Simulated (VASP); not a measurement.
Here is a VASP 6.6.1 calculation.

File INCAR:

```
SYSTEM = Zn
ALGO     = Normal         ! electronic algorithm
EDIFF    = 1E-7           ! SCF threshold, eV
EDIFFG   = -0.03          ! ionic threshold
ENCUT    = 500            ! plane-wave cutoff, eV
GGA      = PE             ! functional
GGA_COMPAT= .FALSE.      
IBRION   = 2              ! ionic algorithm
ISIF     = 3              ! what is computed and relaxed
ISMEAR   = 1              ! smearing method
LASPH    = .TRUE.         ! aspherical terms in the spheres
LCHARG   = .FALSE.        ! write CHGCAR
LREAL    = .FALSE.        ! projectors in reciprocal space
LWAVE    = .FALSE.        ! write WAVECAR
NELM     = 120            ! most SCF steps
NELMIN   = 4            
NSW      = 80             ! ionic steps
PREC     = Accurate       ! precision mode
SIGMA    = 0.05           ! smearing width, eV
```

Contents of KPOINTS:

```
k-points
0
G
  21 21 21
  0 0 0
```

Contents of POSCAR:

```
Zn
1.0
   -1.5650000000      1.5650000000      1.5650000000
    1.5650000000     -1.5650000000      1.5650000000
    1.5650000000      1.5650000000     -1.5650000000
Zn
1
Direct
    0.0000000000      0.0000000000      0.0000000000
```

Potentials or basis: VASP PAW PBE potentials, release 64 (Zn).

Command:

```bash
$ cat potpaw_PBE.64/Zn/POTCAR > POTCAR
$ mpirun -np 1 vasp_std > vasp.out
```

Question: Predict the band gap on the k mesh.

Answer: Zero (bands 6 and 7 overlap by 4.72 eV).

Question: Estimate the relaxed volume.

Answer: 15.41 Å³/atom.

Final structure:
```
Zn
1.0
    -1.56781    1.56781    1.56781
     1.56781   -1.56781    1.56781
     1.56781    1.56781   -1.56781
Zn
1
Direct
  0.00000 0.00000 0.00000
```
